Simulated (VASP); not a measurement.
## HfB2: relaxation of cell and atoms with PBE

Crystal: HfB2.

```
Hf B
1.0
     3.35496    0.00000    0.00000
     0.00000    3.35496    0.00000
     0.00000    0.00000    3.17402
Hf B
1 2
Cartesian
  1.6775 1.6775 1.5870
  0.0000 0.0000 1.5870
  0.0000 0.0000 0.0000
```

```
Program                : VASP 6.6.1
Task                   : relaxation of cell and atoms
Functional             : PBE
Potentials or basis    : VASP PAW PBE potentials, release 64 (Hf_pv, B)
Cutoff                 : 600 eV
k mesh                 : 6 × 6 × 6
Occupations            : gaussian, width 0.1 eV
Spin                   : no spin polarisation
Dipole correction      : no
Further INCAR settings : ALGO = Normal; EDIFF = 1e-06; IBRION = 2; EDIFFG = -0.04; NSW = 90; ISIF = 3
```

```yaml
Energy_gained_by_relaxing: 0.2 meV/atom
Ionic_steps: 3
Pressure_after_relaxing: -0.2 GPa
Band_gap_on_the_k_mesh: zero (band 8 reaches 5.56 eV, above the bottom of band 9 at 4.02 eV)
```

The path:
| step | energy change (eV) | largest force (eV/Å) | pressure (GPa) | volume (Å³) |
| --- | --- | --- | --- | --- |
| 1 | 0.0000 | 0.0000 | 0.00 | 35.73 |
| 2 | -0.0002 | 0.0000 | -0.41 | 35.73 |
| 3 | -0.0007 | 0.0000 | -0.22 | 35.73 |

Final structure:
```
Hf B
1.0
     3.35010    0.00000    0.00000
     0.00000    3.35010    0.00000
     0.00000    0.00000    3.18327
Hf B
1 2
Direct
  0.50000 0.50000 0.50000
  0.00000 0.00000 0.50000
  0.00000 0.00000 0.00000
```

Levels at points of the mesh, in eV from the Fermi level:
```tsv
k point	band 4	band 5	band 6	band 7	band 8	band 9	band 10	band 11	band 12
(0.00, 0.00, 0.00)	-11.96	-4.12	-1.96	-1.42	-1.36	-1.36	3.19	4.43	4.47
(0.50, 0.00, 0.00)	-9.72	-6.93	-4.43	-3.58	-1.10	4.61	4.81	4.89	4.98
(0.50, 0.50, 0.00)	-10.14	-4.04	-4.04	-3.72	-1.12	2.66	2.66	3.80	5.68
(0.00, 0.00, 0.50)	-9.66	-8.48	-0.45	-0.40	-0.40	1.88	1.88	3.61	4.77
(0.50, 0.00, 0.50)	-8.45	-7.48	-4.24	-1.98	-1.86	2.22	2.36	2.85	5.16
(0.50, 0.50, 0.50)	-8.51	-6.96	-3.62	-3.62	-0.44	-0.44	5.53	5.87	6.01
```

It took 43 s on 1 thread of Intel(R) Xeon(R) Platinum 8259CL CPU @ 2.50GHz (Skylake/Cascade Lake), on a shared host, peak memory 0.17 GiB.

Caveat: spin-orbit coupling is left out, which moves the levels of the heavy elements.
